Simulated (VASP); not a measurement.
# Re in VASP: single point with LDA

Aim: the single point of Re with LDA.

Everything below comes from runs of VASP 6.6.1. Logs are shortened: lines on timing, memory, paths and dates and some standing lists are left out, and cuts for length are marked.

## (1) The cell of the first run

The typed cell holds 1 atom: a = 2.715 Å, b = 2.715 Å, c = 3.135 Å, α = 54.73°, β = 54.73°, γ = 70.53°.

## (2) Single point, LDA

Contents of INCAR:

```
SYSTEM = Re
PREC     = Accurate       ! precision mode
ENCUT    = 520            ! plane-wave cutoff, eV
EDIFF    = 1E-7           ! SCF threshold, eV
ISMEAR   = 0              ! smearing method
SIGMA    = 0.15           ! smearing width, eV
LREAL    = .FALSE.        ! projectors in reciprocal space
LASPH    = .TRUE.         ! aspherical terms in the spheres
NELM     = 80             ! most SCF steps
ALGO     = Normal         ! electronic algorithm
ISIF     = 2              ! what is computed and relaxed
LWAVE    = .FALSE.        ! write WAVECAR
LCHARG   = .FALSE.        ! write CHGCAR
GGA      = CA             ! functional
NBANDS   = 10             ! bands
```

Contents of KPOINTS:

```
Automatic mesh
0
G
  22 22 22
  0 0 0
```

Contents of POSCAR:

```
Re
1.0
    0.0000000000      2.2169741472      1.5674007220
    2.2169741472      0.0000000000      1.5674007220
    2.2169741472      2.2169741472      0.0000000000
Re
1
Direct
    0.0000000000      0.0000000000      0.0000000000
```

Potentials or basis: VASP PAW LDA potentials, release 64 (Re).

The run is started by

```console
> cat potpaw_LDA.64/Re/POTCAR > POTCAR
> mpirun -np 1 vasp_std > vasp.out
```

OUTCAR:

```text
SYSTEM = Re
   PREC = Accurate
   ENCUT = 520
   EDIFF = 1E-7
   ISMEAR = 0
   LREAL = .FALSE.
   LASPH = .TRUE.
   NELM = 80
   ISIF = 2
   GGA = CA

 ion  position               nearest neighbor table
   1  0.000  0.000  0.000-

  LATTYP: Found a body centered tetragonal cell.
 ALAT       =     3.1352749064
 C/A-ratio  =     0.9998489886

  Lattice vectors:

 A1 = (   0.0000000000,  -2.2169741472,  -1.5674007220)
 A2 = (   0.0000000000,   2.2169741472,  -1.5674007220)
 A3 = (   2.2169741472,   0.0000000000,   1.5674007220)

Analysis of symmetry for initial positions (statically):
=====================================================================
 Subroutine PRICEL returns:
 Original cell was already a primitive cell.

 Routine SETGRP: Setting up the symmetry group for a
 body centered tetragonal supercell.

 Subroutine GETGRP returns: Found 16 space group operations
 (whereof 16 operations were pure point group operations)
 out of a pool of 16 trial point group operations.

The static configuration has the point symmetry D_4h.

Analysis of symmetry for dynamics (positions and initial velocities):
=====================================================================
 Subroutine PRICEL returns:
 Original cell was already a primitive cell.

 Routine SETGRP: Setting up the symmetry group for a
 body centered tetragonal supercell.

 Subroutine GETGRP returns: Found 16 space group operations
 (whereof 16 operations were pure point group operations)
 out of a pool of 16 trial point group operations.

The dynamic configuration has the point symmetry D_4h.

 Subroutine INISYM returns: Found 16 space group operations
 (whereof 16 operations are pure point group operations),
 and found     1 'primitive' translations

----------------------------------------------------------------------------------------

                                     Primitive cell

  volume of cell :      15.4075

  direct lattice vectors                    reciprocal lattice vectors
     0.000000000  2.216974147  1.567400722    -0.225532625  0.225532625  0.318999470
     2.216974147  0.000000000  1.567400722     0.225532625 -0.225532625  0.318999470
     2.216974147  2.216974147  0.000000000     0.225532625  0.225532625 -0.318999470

  length of vectors
     2.715091047  2.715091047  3.135274906     0.451099315  0.451099315  0.451099315

  position of ions in fractional coordinates (direct lattice)
     0.000000000  0.000000000  0.000000000

  ion indices of the primitive-cell ions
   primitive index   ion index
                 1           1

----------------------------------------------------------------------------------------

 KPOINTS: Automatic mesh

Automatic generation of k-mesh.
 Grid dimensions read from file:
 generate k-points for:   22   22   22

 Generating k-lattice:

  Cartesian coordinates                     Fractional coordinates (reciprocal lattice)
    -0.010251483  0.010251483  0.014499976     0.045454545  0.000000000  0.000000000
     0.010251483 -0.010251483  0.014499976     0.000000000  0.045454545  0.000000000
     0.010251483  0.010251483 -0.014499976    -0.000000000 -0.000000000  0.045454545

  Length of vectors
     0.020504514  0.020504514  0.020504514

  Shift w.r.t. Gamma in fractional coordinates (k-lattice)
     0.000000000  0.000000000  0.000000000

 Subroutine IBZKPT returns following result:
 ===========================================

 Found    834 irreducible k-points:

 Following reciprocal coordinates:
            Coordinates               Weight
  0.000000  0.000000  0.000000      1.000000
  0.045455  0.000000  0.000000      8.000000
  0.090909  0.000000  0.000000      8.000000
  0.136364  0.000000  0.000000      8.000000
  0.181818  0.000000  0.000000      8.000000
  0.227273  0.000000  0.000000      8.000000
[... 16 lines left out ...]
  0.500000  0.045455  0.000000      8.000000
 -0.454545  0.045455  0.000000      8.000000
 [... further k-points ...]
   k-points           NKPTS =    834   k-points in BZ     NKDIM =    834   number of bands    NBANDS=     10
   number of dos      NEDOS =    301   number of ions     NIONS =      1
   total plane-waves  NPLWV =   9600
   dimension x,y,z NGX =    20 NGY =   20 NGZ =   24
   dimension x,y,z NGXF=    40 NGYF=   40 NGZF=   48
   ions per type =               1
   NGX,Y,Z   is equivalent  to a cutoff of  12.25, 12.25, 12.73 a.u.
   NGXF,Y,Z  is equivalent  to a cutoff of  24.49, 24.49, 25.45 a.u.
 SYSTEM =  Re
   PREC   = accura    normal or accurate (medium, high low for compatibility)
   ISTART =      0    job   : 0-new  1-cont  2-samecut
   ICHARG =      2    charge: 1-file 2-atom 10-const
   ISPIN  =      1    spin polarized calculation?
   LNONCOLLINEAR =      F non collinear calculations
   LSORBIT =      F    spin-orbit coupling
   LASPH  =      T    aspherical Exc in radial PAW
   ENCUT  =  520.0 eV  38.22 Ry    6.18 a.u.   5.05  5.05  5.83*2*pi/ulx,y,z
   NELM   =     80;   NELMIN=  2; NELMDL= -5     # of ELM steps
   EDIFF  = 0.1E-06   stopping-criterion for ELM
   LREAL  =      F    real-space projection
   EDIFFG = 0.1E-05   stopping-criterion for IOM
   NSW    =      0    number of steps for IOM
   IBRION =     -1    ionic relax: 0-MD 1-quasi-New 2-CG
   NFREE  =      0    steps in history (QN), initial steepest desc. (CG)
   ISIF   =      2    stress and relaxation
   ISYM   =      2    0-nonsym 1-usesym 2-fastsym
   POTIM  = 0.5000    time-step for ionic-motion
   TEBEG  =    0.0;   TEEND  =   0.0 temperature during run
   PSTRESS=    0.0 pullay stress
   NELECT =       7.0000    total number of electrons
   NUPDOWN=      -1.0000    fix difference up-down
   EMIN   =  10.00;   EMAX   =-10.00  energy-range for DOS
   EFERMI =   0.00;   METHOD = LEGACY
   ISMEAR =     0;   SIGMA  =   0.15  broadening in eV -4-tet -1-fermi 0-gaus
   EFERMI_NEDOS =   21; number of points for ismear=-14 and -15
   IALGO  =     38    algorithm
   IMIX   =      4    mixing-type and parameters
     AMIX     =   0.40;   BMIX     =  1.00
     AMIX_MAG =   1.60;   BMIX_MAG =  1.00
  volume/ion in A,a.u.               =      15.41       103.97
  Fermi-wavevector in a.u.,A,eV,Ry     =   1.258531  2.378278 21.550255  1.583899
  Thomas-Fermi vector in A             =   2.392135
   LORBIT       =      0    0 simple, 1 ext, 2 COOP (PROOUT), +10 PAW based schemes
   GGA     = CA    functional components
   LHFCALC =     F    Hartree Fock is set to
   AEXX    =    0.0000 exact exchange contribution
   IVDW    =     0    specifies the selected vdW correction
   LEPSILON=     F    determine dielectric tensor
   LRPA    =     F    only Hartree local field effects (RPA)
 non-spin polarized calculation
 Gauss-broadening in eV      SIGMA  =   0.15
  energy-cutoff  :      520.00
  volume of cell :       15.41
 maximum number of plane-waves:       428
   NGX =  9   NGY =  9   NGZ = 11

 number of electron       7.0000000 magnetization

 Free energy of the ion-electron system (eV)
  ---------------------------------------------------
  ext. energy  EPLUGINS =         0.00000000
  ---------------------------------------------------
  free energy    TOTEN  =       -13.36850684 eV

  energy without entropy =      -13.35483099  energy(sigma->0) =      -13.36166891

 E-fermi :   8.1434     XC(G=0): -13.5979

 val. band max:        8.1389059477   @ k =  -0.3182   0.2727   0.1818
 cond. band min:       8.1549582339   @ k =  -0.1364   0.3182   0.2727
 fundamental gap:      0.0160522862
 Fermi energy:         8.1433670296

 k-point     1 :       0.0000    0.0000    0.0000
  band No.  band energies     occupation
      1      -2.1933      2.00000
      2       5.5829      2.00000
      3       5.5848      2.00000
      4       5.5848      2.00000
      5       8.8364      0.00000
      6       8.8386      0.00000
      7      23.6867      0.00000
      8      23.6867      0.00000
      9      23.6896      0.00000
     10      35.3275      0.00000

 k-point     2 :       0.0455    0.0000    0.0000
  band No.  band energies     occupation
      1      -2.0961      2.00000
      2       5.5301      2.00000
      3       5.5775      2.00000
      4       5.6763      2.00000
      5       8.7564      0.00000
      6       8.8395      0.00000
      7      23.7631      0.00000
      8      23.8495      0.00000
      9      23.8902      0.00000
     10      34.1639      0.00000

 k-point     3 :       0.0909    0.0000    0.0000
  band No.  band energies     occupation
      1      -1.8107      2.00000
      2       5.3772      2.00000
      3       5.5462      2.00000
      4       5.9518      2.00000
      5       8.5549      0.00010
      6       8.8496      0.00000
      7      23.9566      0.00000
      8      24.3290      0.00000
      9      24.4253      0.00000
     10      32.5131      0.00000

 k-point     4 :       0.1364    0.0000    0.0000
  band No.  band energies     occupation
      1      -1.3582      2.00000
      2       5.1459      2.00000
      3       5.4680      2.00000
      4       6.4035      2.00000
      5       8.3383      0.06608
      6       8.8727      0.00000
      7      24.1576      0.00000
      8      25.0629      0.00000
      9      25.1005      0.00000
     10      31.1464      0.00000
[... 222 lines left out ...]
 k-point    22 :       0.4545    0.0455    0.0000
  band No.  band energies     occupation
      1       1.1262      2.00000
      2       3.5951      2.00000
      3       7.3002      2.00000
      4       8.6270      0.00001
      5      10.0382      0.00000
      6      12.0958      0.00000
      7      17.9300      0.00000
      8      20.5627      0.00000
      9      24.9369      0.00000
     10      31.5146      0.00000

 k-point    23 :       0.5000    0.0455    0.0000
  band No.  band energies     occupation
      1       1.1125      2.00000
      2       3.5601      2.00000
      3       7.5814      2.00000
      4       8.5433      0.00016
      5      10.1831      0.00000
      6      12.3386      0.00000
      7      17.5544      0.00000
      8      20.4238      0.00000
      9      24.5842      0.00000
     10      31.3592      0.00000

 k-point    24 :      -0.4545    0.0455    0.0000
  band No.  band energies     occupation
      1       1.1262      2.00000
      2       3.5952      2.00000
      3       7.3005      2.00000
      4       8.6263      0.00001
      5      10.0381      0.00000
      6      12.0958      0.00000
      7      17.9302      0.00000
      8      20.5630      0.00000
      9      24.9368      0.00000
     10      31.5152      0.00000

 [... further k-points ...]
[... 5 lines left out ...]
  --------------------------------------------------------------------------------------
  -------------------------------------------------------------------------------------
  Total       -2.0035795     -2.0035795     -2.0039887      0.0000000      0.0000000      0.0000000
  in kB     -208.3463372   -208.3463372   -208.3888864      0.0000000      0.0000000      0.0000000
  external PRESSURE =    -208.3605203 kB  Pullay stress =       0.0000000 kB

 VOLUME and BASIS-vectors are now :
 -----------------------------------------------------------------------------
  energy-cutoff  :      520.00
  volume of cell :       15.41
      direct lattice vectors                 reciprocal lattice vectors
     0.000000000  2.216974147  1.567400722    -0.225532625  0.225532625  0.318999470
     2.216974147  0.000000000  1.567400722     0.225532625 -0.225532625  0.318999470
     2.216974147  2.216974147  0.000000000     0.225532625  0.225532625 -0.318999470

 POSITION                                       TOTAL-FORCE (eV/Angst)
 -----------------------------------------------------------------------------------
      0.00000      0.00000      0.00000         0.000000      0.000000     -0.000000
 -----------------------------------------------------------------------------------
    total drift:                               -0.000000      0.000000      0.000000

  FREE ENERGIE OF THE ION-ELECTRON SYSTEM (eV)
  ---------------------------------------------------
  free  energy   TOTEN  =       -13.3685068392 eV

  energy  without entropy=      -13.3548309886  energy(sigma->0) =      -13.36166891
```

Run time: 92 s. Hardware: 1 thread of Intel Xeon Platinum 8259CL at 2.50GHz (Skylake/Cascade Lake), shared host; peak memory 0.24 GiB.

What came out:

```
Free energy : -13.3685 eV
Pressure    : -20.8 GPa
```

Levels at points of the mesh, in eV from the Fermi level:
```
           k point  band 1  band 2  band 3  band 4  band 5  band 6  band 7
(0.00, 0.00, 0.00)  -10.34   -2.56   -2.56   -2.56    0.69    0.70   15.54
(0.50, 0.00, 0.00)   -7.12   -4.68    0.06    0.57    1.40    4.21    9.44
(0.50, 0.50, 0.00)   -6.71   -6.71    3.34    3.34    3.34    7.80    7.80
(0.50, 0.00, 0.50)   -7.12   -4.68    0.06    0.57    1.39    4.21    9.44
```

Caveat: spin-orbit coupling is left out, which moves the levels of the heavy elements.
